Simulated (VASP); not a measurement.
Input of a VASP 6.6.1 run:

Contents of POSCAR:

```
HfO2
1.0
   -2.5575000000     -2.5575000000      0.0000000000
    2.5575000000     -2.5575000000      0.0000000000
   -0.7672500000     -0.7672500000     10.2300000000
Hf O
4 8
Direct
   -0.2812500000      0.0000000000      0.9375000000
    0.4437500000      0.5000000000      0.1875000000
   -0.1312500000      0.0000000000      0.4375000000
    0.2937500000      0.5000000000      0.6875000000
    0.4812500000      0.0000000000      0.0625000000
   -0.0937500000      0.5000000000      0.3125000000
    0.3312500000      0.0000000000      0.5625000000
   -0.2437500000      0.5000000000      0.8125000000
    0.4062500000      0.0000000000      0.3125000000
   -0.1687500000      0.5000000000      0.5625000000
    0.2562500000      0.0000000000      0.8125000000
   -0.0187500000      0.5000000000      0.0625000000
```

Contents of INCAR.step1:

```
SYSTEM = HfO2
  PREC = Accurate
  ENCUT = 520
  ISMEAR = 0
  SIGMA = 0.05
  LREAL = .False.
  LASPH = .True.
  NELM = 100
  NBANDS = 56
  GGA = PE
  ALGO = Normal
  EDIFF = 1E-4
  LWAVE = .True.
  LCHARG = .False.
```

Contents of INCAR.step2:

```
SYSTEM = HfO2
  PREC = Accurate
  ENCUT = 520
  EDIFF = 1E-6
  ISMEAR = 0
  SIGMA = 0.05
  LREAL = .False.
  LASPH = .True.
  NELM = 100
  ALGO = Normal
  ISIF = 2
  LWAVE = .False.
  LCHARG = .False.
  METAGGA = R2SCAN
  LMIXTAU = .True.
  NBANDS = 56
  ISTART = 1
```

Contents of KPOINTS:

```
regular mesh
0
Gamma
  6 6 3
  0 0 0
```

Potentials or basis: VASP PAW PBE potentials, release 64 (Hf_pv, O).

The run is started by

```sh
$ cat potpaw_PBE.64/Hf_pv/POTCAR potpaw_PBE.64/O/POTCAR > POTCAR
$ cp INCAR.step1 INCAR
$ mpirun -np 1 vasp_std > vasp.out
$ cp INCAR.step2 INCAR
$ mpirun -np 1 vasp_std > vasp.out
```

Q: Predict the largest force.

A: 41.136 eV/Å.

Q: What does it give for the pressure?

A: 13.3 GPa.

Stress tensor (GPa, compression positive):
```
-0.05  7.07 23.38
 7.07 -0.05 23.38
23.38 23.38 39.92
```

Caveat: atoms lie so close that the PAW spheres overlap strongly, which falsifies energies and pressures; the cell stands under pressure; the PAW data sets were made with another functional, which shifts forces and pressure a little.
